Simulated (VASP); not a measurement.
# W (Im-3m) in VASP: single point with PBE

Aim: the single point of W with PBE.

Everything below comes from runs of VASP 6.6.1. Logs are shortened: lines on timing, memory, paths and dates and some standing lists are left out, and cuts for length are marked.

## Step 1: The cell of the first run

Symmetry: Im-3m, No. 229, cubic system. Conventional cell: a = 3.234 Å, b = 3.234 Å, c = 3.234 Å, α = 90.00°, β = 90.00°, γ = 90.00°. W (site symmetry m-3m) has 14 W at 2.80 to 3.23 Å within 3.7 Å.

## Step 2: Single point, PBE, non-collinear spin, typed start, spin-orbit coupling

POSCAR reads:

```
W
1.0
   -1.6169219100      1.6169219100      1.6169219100
    1.6169219100     -1.6169219100      1.6169219100
    1.6169219100      1.6169219100     -1.6169219100
W
1
Direct
    0.0000000000      0.0000000000      0.0000000000
```

INCAR.step1 reads:

```
SYSTEM = W
  PREC = Accurate
  ENCUT = 520
  EDIFF = 1E-7
  ISMEAR = 1
  SIGMA = 0.039
  LREAL = .FALSE.
  LASPH = .TRUE.
  NELM = 150
  ALGO = Normal
  ISIF = 2
  LWAVE = .FALSE.
  LCHARG = .TRUE.
  MAGMOM = 0.577 0.577 -0.577
  LSORBIT = .TRUE.
  GGA_COMPAT = .FALSE.
  LORBMOM = .TRUE.
  LMAXMIX = 4
  GGA = PE
  NBANDS = 25
```

KPOINTS.step1 reads:

```
Automatic mesh
0
G
  11 11 11
  0 0 0
```

INCAR.step2 reads:

```
SYSTEM = W
  PREC = Accurate
  ENCUT = 520
  EDIFF = 1E-7
  ISMEAR = -5
  SIGMA = 0.039
  LREAL = .FALSE.
  LASPH = .TRUE.
  NELM = 150
  ALGO = Normal
  ISIF = 2
  LWAVE = .FALSE.
  LCHARG = .FALSE.
  MAGMOM = 0.577 0.577 -0.577
  LORBIT = 11
  LSORBIT = .TRUE.
  GGA_COMPAT = .FALSE.
  LORBMOM = .TRUE.
  LMAXMIX = 4
  GGA = PE
  NBANDS = 25
  NEDOS = 2001
  ICHARG = 11
```

KPOINTS.step2 reads:

```
Automatic mesh
0
G
  17 17 17
  0 0 0
```

Potentials or basis: VASP PAW PBE potentials, release 64 (W_sv).

Launch:

```bash
cat potpaw_PBE.64/W_sv/POTCAR > POTCAR
cp INCAR.step1 INCAR
cp KPOINTS.step1 KPOINTS
mpirun -np 1 vasp_ncl > vasp.out
cp INCAR.step2 INCAR
cp KPOINTS.step2 KPOINTS
mpirun -np 1 vasp_ncl > vasp.out
```

OUTCAR:

```text
SYSTEM = W
   PREC = Accurate
   ENCUT = 520
   EDIFF = 1E-7
   ISMEAR = -5
   LREAL = .FALSE.
   LASPH = .TRUE.
   NELM = 150
   ISIF = 2
   LORBIT = 11
   LSORBIT = .TRUE.
   GGA = PE
   ICHARG = 11

 ion  position               nearest neighbor table
   1  0.000  0.000  0.000-

  LATTYP: Found a body centered cubic cell.
 ALAT       =     3.2338438200

  Lattice vectors:

 A1 = (  -1.6169219100,   1.6169219100,   1.6169219100)
 A2 = (   1.6169219100,  -1.6169219100,   1.6169219100)
 A3 = (   1.6169219100,   1.6169219100,  -1.6169219100)

Analysis of symmetry for initial positions (statically):
=====================================================================
 Subroutine PRICEL returns:
 Original cell was already a primitive cell.

 Routine SETGRP: Setting up the symmetry group for a
 body centered cubic supercell.

 Subroutine GETGRP returns: Found 48 space group operations
 (whereof 48 operations were pure point group operations)
 out of a pool of 48 trial point group operations.

The static configuration has the point symmetry O_h .

Analysis of symmetry for dynamics (positions and initial velocities):
=====================================================================
 Subroutine PRICEL returns:
 Original cell was already a primitive cell.

 Routine SETGRP: Setting up the symmetry group for a
 body centered cubic supercell.

 Subroutine GETGRP returns: Found 48 space group operations
 (whereof 48 operations were pure point group operations)
 out of a pool of 48 trial point group operations.

The dynamic configuration has the point symmetry O_h .

Analysis of structural, dynamic, and magnetic symmetry:
=====================================================================
 Subroutine PRICEL returns:
 Original cell was already a primitive cell.

 Routine SETGRP: Setting up the symmetry group for a
 body centered cubic supercell.

 Subroutine GETGRP returns: Found  6 space group operations
 (whereof  6 operations were pure point group operations)
 out of a pool of 48 trial point group operations.

The overall configuration has the point symmetry S_6 .

 Subroutine INISYM returns: Found  6 space group operations
 (whereof  6 operations are pure point group operations),
 and found     1 'primitive' translations

----------------------------------------------------------------------------------------

                                     Primitive cell

  volume of cell :      16.9094

  direct lattice vectors                    reciprocal lattice vectors
    -1.616921910  1.616921910  1.616921910     0.000000000  0.309229529  0.309229529
     1.616921910 -1.616921910  1.616921910     0.309229529  0.000000000  0.309229529
     1.616921910  1.616921910 -1.616921910     0.309229529  0.309229529  0.000000000

  length of vectors
     2.800590900  2.800590900  2.800590900     0.437316593  0.437316593  0.437316593

  position of ions in fractional coordinates (direct lattice)
     0.000000000  0.000000000  0.000000000

  ion indices of the primitive-cell ions
   primitive index   ion index
                 1           1

----------------------------------------------------------------------------------------

 KPOINTS: Automatic mesh

Automatic generation of k-mesh.
 Grid dimensions read from file:
 generate k-points for:   17   17   17

 Generating k-lattice:

  Cartesian coordinates                     Fractional coordinates (reciprocal lattice)
     0.000000000  0.018189972  0.018189972     0.058823529  0.000000000  0.000000000
     0.018189972  0.000000000  0.018189972     0.000000000  0.058823529  0.000000000
     0.018189972  0.018189972  0.000000000     0.000000000  0.000000000  0.058823529

  Length of vectors
     0.025724505  0.025724505  0.025724505

  Shift w.r.t. Gamma in fractional coordinates (k-lattice)
     0.000000000  0.000000000  0.000000000

 TETIRR: Found  14624 inequivalent tetrahedra from    29478

 Subroutine IBZKPT returns following result:
 ===========================================

 Found    825 irreducible k-points:

 Following reciprocal coordinates:
            Coordinates               Weight
  0.000000  0.000000  0.000000      1.000000
  0.058824  0.000000  0.000000      6.000000
  0.000000  0.000000  0.058824      6.000000
  0.117647  0.000000  0.000000      6.000000
  0.000000  0.000000  0.117647      6.000000
  0.176471  0.000000  0.000000      6.000000
[... 16 lines left out ...]
 -0.000000  0.117647  0.058824      6.000000
  0.058824 -0.000000  0.117647      6.000000
 [... further k-points ...]
   k-points           NKPTS =    825   k-points in BZ     NKDIM =    825   number of bands    NBANDS=     25
   number of dos      NEDOS =   2001   number of ions     NIONS =      1
   total plane-waves  NPLWV =  13824
   dimension x,y,z NGX =    24 NGY =   24 NGZ =   24
   dimension x,y,z NGXF=    48 NGYF=   48 NGZF=   48
   ions per type =               1
   NGX,Y,Z   is equivalent  to a cutoff of  14.25, 14.25, 14.25 a.u.
   NGXF,Y,Z  is equivalent  to a cutoff of  28.49, 28.49, 28.49 a.u.
 SYSTEM =  W
   PREC   = accura    normal or accurate (medium, high low for compatibility)
   ISTART =      0    job   : 0-new  1-cont  2-samecut
   ICHARG =     11    charge: 1-file 2-atom 10-const
   ISPIN  =      1    spin polarized calculation?
   LNONCOLLINEAR =      T non collinear calculations
   LSORBIT =      T    spin-orbit coupling
   LASPH  =      T    aspherical Exc in radial PAW
   ENCUT  =  520.0 eV  38.22 Ry    6.18 a.u.   5.21  5.21  5.21*2*pi/ulx,y,z
   NELM   =    150;   NELMIN=  2; NELMDL=  0     # of ELM steps
   EDIFF  = 0.1E-06   stopping-criterion for ELM
   LREAL  =      F    real-space projection
   EDIFFG = 0.1E-05   stopping-criterion for IOM
   NSW    =      0    number of steps for IOM
   IBRION =     -1    ionic relax: 0-MD 1-quasi-New 2-CG
   NFREE  =      0    steps in history (QN), initial steepest desc. (CG)
   ISIF   =      2    stress and relaxation
   ISYM   =      2    0-nonsym 1-usesym 2-fastsym
   POTIM  = 0.5000    time-step for ionic-motion
   TEBEG  =    0.0;   TEEND  =   0.0 temperature during run
   PSTRESS=    0.0 pullay stress
   NELECT =      14.0000    total number of electrons
   NUPDOWN=      -1.0000    fix difference up-down
   EMIN   =  10.00;   EMAX   =-10.00  energy-range for DOS
   EFERMI =   0.00;   METHOD = LEGACY
   ISMEAR =    -5;   SIGMA  =   0.04  broadening in eV -4-tet -1-fermi 0-gaus
   EFERMI_NEDOS =   21; number of points for ismear=-14 and -15
   IALGO  =     38    algorithm
   IMIX   =      4    mixing-type and parameters
     AMIX     =   0.40;   BMIX     =  1.00
     AMIX_MAG =   1.60;   BMIX_MAG =  1.00
  volume/ion in A,a.u.               =      16.91       114.11
  Fermi-wavevector in a.u.,A,eV,Ry     =   1.537240  2.904963 32.152038  2.363108
  Thomas-Fermi vector in A             =   2.643777
   LORBIT       =     11    0 simple, 1 ext, 2 COOP (PROOUT), +10 PAW based schemes
   GGA     = PE    functional components
   LHFCALC =     F    Hartree Fock is set to
   AEXX    =    0.0000 exact exchange contribution
   IVDW    =     0    specifies the selected vdW correction
   LEPSILON=     F    determine dielectric tensor
   LRPA    =     F    only Hartree local field effects (RPA)
 Fermi weights with tetrahedron method with Bloechl corrections
  energy-cutoff  :      520.00
  volume of cell :       16.91
 maximum number of plane-waves:       936
 NGX is ok and might be reduce to    24

 number of electron      13.9999998 magnetization      -0.0000073     -0.0000073      0.0000073

 Free energy of the ion-electron system (eV)
  ---------------------------------------------------
  ext. energy  EPLUGINS =         0.00000000
  ---------------------------------------------------
  free energy    TOTEN  =       -13.75320114 eV

  energy without entropy =      -13.75320114  energy(sigma->0) =      -13.75320114

 E-fermi :  10.5495     XC(G=0): -13.2779

 val. band max:       10.6410920650   @ k =   0.2941  -0.2941   0.4706
 cond. band min:      10.5076753471   @ k =  -0.2941   0.2941   0.1765
 fundamental gap:     -0.1334167179
 Fermi energy:        10.5495268986

 k-point     1 :       0.0000    0.0000    0.0000
  band No.  band energies     occupation
      1     -63.7531      1.00000
      2     -63.7531      1.00000
      3     -33.4847      1.00000
      4     -33.4847      1.00000
      5     -24.5057      1.00000
      6     -24.5057      1.00000
[... 17 lines left out ...]
     24      24.8993      0.00000
     25      24.8993      0.00000

 k-point     2 :       0.0588    0.0000    0.0000
  band No.  band energies     occupation
      1     -63.7497      1.00000
      2     -63.7496      1.00000
      3     -33.4946      1.00000
      4     -33.4946      1.00000
      5     -24.5410      1.00000
      6     -24.5410      1.00000
[... 17 lines left out ...]
     24      25.1640      0.00000
     25      25.2605      0.00000

 k-point     3 :       0.0000    0.0000    0.0588
  band No.  band energies     occupation
      1     -63.7497      1.00000
      2     -63.7496      1.00000
      3     -33.4946      1.00000
      4     -33.4946      1.00000
      5     -24.5410      1.00000
      6     -24.5410      1.00000
[... 552 lines left out ...]
 k-point    23 :      -0.0000    0.1176    0.0588
  band No.  band energies     occupation
      1     -63.7310      1.00000
      2     -63.7310      1.00000
      3     -33.5497      1.00000
      4     -33.5497      1.00000
      5     -24.7299      1.00000
      6     -24.7299      1.00000
[... 17 lines left out ...]
     24      26.5057      0.00000
     25      26.7579      0.00000

 k-point    24 :       0.0588   -0.0000    0.1176
  band No.  band energies     occupation
      1     -63.7310      1.00000
      2     -63.7310      1.00000
      3     -33.5497      1.00000
      4     -33.5497      1.00000
      5     -24.7299      1.00000
      6     -24.7299      1.00000
[... 17 lines left out ...]
     24      26.5056      0.00000
     25      26.7579      0.00000

 [... further k-points ...]

------------------------ aborting loop because EDIFF is reached ----------------------------------------

  FORCE on cell =-STRESS in cart. coord.  units (eV):
  Direction    XX          YY          ZZ          XY          YZ          ZX
  --------------------------------------------------------------------------------------
  -------------------------------------------------------------------------------------
  Total       -1.2024090     -1.2024090     -1.2024090     -0.0015966      0.0015966      0.0015966
  in kB     -113.9293608   -113.9293608   -113.9293608     -0.1512825      0.1512825      0.1512825
  external PRESSURE =    -113.9293608 kB  Pullay stress =       0.0000000 kB

 VOLUME and BASIS-vectors are now :
 -----------------------------------------------------------------------------
  energy-cutoff  :      520.00
  volume of cell :       16.91
      direct lattice vectors                 reciprocal lattice vectors
    -1.616921910  1.616921910  1.616921910     0.000000000  0.309229529  0.309229529
     1.616921910 -1.616921910  1.616921910     0.309229529  0.000000000  0.309229529
     1.616921910  1.616921910 -1.616921910     0.309229529  0.309229529  0.000000000

 POSITION                                       TOTAL-FORCE (eV/Angst)
 -----------------------------------------------------------------------------------
      0.00000      0.00000      0.00000        -0.000000      0.000000      0.000000
 -----------------------------------------------------------------------------------
    total drift:                               -0.000000      0.000000     -0.000000

  FREE ENERGIE OF THE ION-ELECTRON SYSTEM (eV)
  ---------------------------------------------------
  free  energy   TOTEN  =       -13.7532011370 eV

  energy  without entropy=      -13.7532011370  energy(sigma->0) =      -13.75320114

 orbital moment (x)

 # of ion     p       d       tot
 ----------------------------------------
  1         0.000   0.000   0.000
 ----------------------------------------
            0.000   0.000   0.000

 orbital moment (y)

 # of ion     p       d       tot
 ----------------------------------------
  1         0.000   0.000   0.000
 ----------------------------------------
            0.000   0.000   0.000

 orbital moment (z)

 # of ion     p       d       tot
 ----------------------------------------
  1        -0.000  -0.000  -0.000
 ----------------------------------------
           -0.000  -0.000  -0.000

 Spin-Orbit-Coupling matrix elements

 Ion:    1  E_soc:     -1.6445298
 l=   1
     0.0000000    -0.2281945    -0.2281945
    -0.2281945     0.0000000    -0.2281945
    -0.2281945    -0.2281945     0.0000000
 l=   2
     0.0000000    -0.0119661     0.0000000    -0.0119661    -0.0339277
    -0.0119661     0.0000000    -0.0254458    -0.0119661    -0.0084819
     0.0000000    -0.0254458     0.0000000    -0.0254458     0.0000000
    -0.0119661    -0.0119661    -0.0254458     0.0000000    -0.0084819
    -0.0339277    -0.0084819     0.0000000    -0.0084819     0.0000000
 l=   3
     0.0000000     0.0000000     0.0000000     0.0000000     0.0000000     0.0000000     0.0000000
     0.0000000     0.0000000     0.0000000     0.0000000     0.0000000     0.0000000     0.0000000
     0.0000000     0.0000000     0.0000000     0.0000000     0.0000000     0.0000000     0.0000000
     0.0000000     0.0000000     0.0000000     0.0000000     0.0000000     0.0000000     0.0000000
     0.0000000     0.0000000     0.0000000     0.0000000     0.0000000     0.0000000     0.0000000
     0.0000000     0.0000000     0.0000000     0.0000000     0.0000000     0.0000000     0.0000000
     0.0000000     0.0000000     0.0000000     0.0000000     0.0000000     0.0000000     0.0000000

 total charge

# of ion       s       p       d       tot
------------------------------------------
    1        2.385   6.316   3.264  11.965

 magnetization (x)

# of ion       s       p       d       tot
------------------------------------------
    1       -0.000  -0.000  -0.000  -0.000

 magnetization (y)

# of ion       s       p       d       tot
------------------------------------------
    1       -0.000  -0.000  -0.000  -0.000

 magnetization (z)

# of ion       s       p       d       tot
------------------------------------------
    1        0.000   0.000   0.000   0.000
```

Run time: 16 min. Hardware: 1 thread of Intel Xeon 8259CL, shared host; peak memory 0.59 GiB.

What came out:

```
Net moment                                            : 0.00 μB per cell
Valence electrons inside the program's atomic spheres : W 11.96
```

Moments on the atoms (μB; x, y, z):
```
W   0.00 0.00 0.00
```
